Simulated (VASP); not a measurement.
Crystal: AlAs3.

```
Al As
1.0
     4.36602    0.00000    0.00000
     0.00000    4.36602    0.00000
     0.00000    0.00000    4.36602
Al As
1 3
Direct
  0.50000 0.50000 0.50000
  0.50000 0.00000 0.00000
  0.00000 0.50000 0.00000
  0.00000 0.00000 0.50000
```

| Item | Value |
| --- | --- |
| Program | VASP 6.6.1 |
| Task | relaxation of cell and atoms |
| Functional | PBE |
| Potentials or basis | VASP PAW PBE potentials, release 64 (Al, As) |
| Cutoff | 600 eV |
| k mesh | 4 × 4 × 4 |
| Occupations | gaussian, width 0.1 eV |
| Spin | no spin polarisation |

At the start: pressure -5.2 GPa; volume 20.81 Å³/atom.

Q: How do energy, volume and symmetry change on relaxing?

A: Over 3 steps the energy falls by 27.6 meV/atom and the volume is 19.22 Å³/atom (-7.6 %); space group Pm-3m (No. 221, to 0.05 Å).

The path:
```
step  energy change (eV)  largest force (eV/Å)  pressure (GPa)  volume (Å³)
   1              0.0000                0.0000           -5.23        83.23
   2             -0.1022                0.0000            1.71        75.32
   3             -0.1105                0.0000            0.02        76.89
```

Final structure:
```
CELL_PARAMETERS angstrom
4.25234 0.00000 0.00000
0.00000 4.25234 0.00000
0.00000 0.00000 4.25234
ATOMIC_POSITIONS crystal
Al 0.50000 0.50000 0.50000
As 0.50000 0.00000 0.00000
As 0.00000 0.50000 0.00000
As 0.00000 0.00000 0.50000
```
